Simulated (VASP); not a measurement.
Runs of VASP 6.6.1 on SnC2. The structure is that of space group Pn-3m (No. 224), or close to it. The cells are those of the table. 

```csv
task,cell,k mesh,cutoff (eV),gap on the mesh (eV),pressure (GPa)
single point,"a = 4.819 Å, 6 atoms",8 × 8 × 8,520,none,-0.2
single point,"a = 4.519 Å, 6 atoms",4 × 4 × 4,520,none,(a)
single point,"a = 4.817 Å, 6 atoms",4 × 4 × 4,520,none,-0.1
relaxation of cell and atoms,"relaxed from a = 4.519 Å, 6 atoms",4 × 4 × 4,600,none,-0.2
```

Alike in all rows: level PBE; potentials or basis VASP PAW PBE potentials, release 64 (Sn_d, C); no spin polarisation; smearing gaussian 0.1 eV.

**Question.** Fill in the values left out.

**Answer.** (a) 26.9.

Caveats: spin-orbit coupling is left out, which moves the levels of the heavy elements.

A k mesh can miss the band edges, and the runs leave out spin-orbit coupling on Sn.

A gap of «none» marks levels without a gap at the run's occupations.
